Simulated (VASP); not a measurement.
Here is a VASP 6.6.1 calculation.

The input INCAR:

```
SYSTEM = Ga
PREC = Accurate
ENCUT = 520
EDIFF = 1E-7
ISMEAR = -1
SIGMA = 0.1
LREAL = .False.
LASPH = .True.
NELM = 80
ALGO = Normal
ISIF = 2
LWAVE = .False.
LCHARG = .False.
GGA = PS
NBANDS = 12
```

The input KPOINTS:

```
regular mesh
0
Gamma
  16 16 16
  0 0 0
```

Contents of POSCAR:

```
Ga
1.0
   -1.6519174394      1.6519174394      1.6519174394
    1.6519174394     -1.6519174394      1.6519174394
    1.6519174394      1.6519174394     -1.6519174394
Ga
1
Direct
    0.0000000000      0.0000000000      0.0000000000
```

Potentials or basis: VASP PAW PBE potentials, release 64 (Ga_d).

Command:

```bash
$ cat potpaw_PBE.64/Ga_d/POTCAR > POTCAR
$ mpirun -np 1 vasp_std > vasp.out
```

Task: Predict the pressure.

Result: -0.1 GPa.

Caveat: the cell differs from its parent crystal (volume scaled by 1.002, to set the pressure); the PAW data sets were made with another functional, which shifts forces and pressure a little.
